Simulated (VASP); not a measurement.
Write the native input for VASP 6.6.1 that does the following.

| Property | Result |
| --- | --- |
| Task | single point |
| Functional | r2SCAN |
| Potentials or basis | VASP PAW PBE potentials, release 64 (Sn_d, Se) |
| Cutoff | 520 eV |
| k mesh | 6 × 6 × 6 |
| Occupations | fermi-dirac, width 0.02 eV |
| Spin | no spin polarisation |
| Dipole correction | no |
| Further INCAR settings | ALGO = Normal; EDIFF = 1e-06; NBANDS = 17 |

The system is SnSe.

```
CELL_PARAMETERS angstrom
0.00000 3.36398 3.36398
3.22842 0.00000 3.36398
3.22842 3.36398 0.00000
ATOMIC_POSITIONS crystal
Sn 0.00000 0.00000 0.00000
Se 0.25000 0.25000 0.25000
```

This cell differs from its parent crystal: uniaxial x strain -4.0%.

These files were run (other wordings do the same):

POSCAR

```
SnSe
1.0
    0.0000000000      3.3639842873      3.3639842873
    3.2284157205      0.0000000000      3.3639842873
    3.2284157205      3.3639842873      0.0000000000
Sn Se
1 1
Direct
    0.0000000000      0.0000000000      0.0000000000
    0.2500000000      0.2500000000      0.2500000000
```

INCAR.step1

```
ALGO = Normal
EDIFF = 1E-4
ENCUT = 520
GGA = PE
ISMEAR = -1
LASPH = True
LCHARG = False
LREAL = False
LWAVE = True
NBANDS = 17
NELM = 100
PREC = Accurate
SIGMA = 0.02
```

INCAR.step2

```
ALGO = Normal
EDIFF = 1E-6
ENCUT = 520
ISIF = 2
ISMEAR = -1
ISTART = 1
LASPH = True
LCHARG = False
LMIXTAU = True
LREAL = False
LWAVE = False
METAGGA = R2SCAN
NBANDS = 17
NELM = 100
PREC = Accurate
SIGMA = 0.02
```

KPOINTS

```
k-points
0
Gamma
  6 6 6
```

Potentials or basis: VASP PAW PBE potentials, release 64 (Sn_d, Se).

Run with:

```console
$ cat potpaw_PBE.64/Sn_d/POTCAR potpaw_PBE.64/Se/POTCAR > POTCAR
$ cp INCAR.step1 INCAR
$ mpirun -np 1 vasp_std > vasp.out
$ cp INCAR.step2 INCAR
$ mpirun -np 1 vasp_std > vasp.out
```

Results of the run:

The pressure is 1.3 GPa and the band gap on the k mesh is zero (band 10 reaches 3.25 eV, above the bottom of band 11 at 3.17 eV).

Caveat: the cell differs from its parent crystal (uniaxial x strain -4.0%); the PAW data sets were made with another functional, which shifts forces and pressure a little; spin-orbit coupling is left out, which moves the levels of the heavy elements.

Wall time 4.2 min on 1 thread of Intel Xeon 6975P-C, on a shared host, peak memory 0.23 GiB.
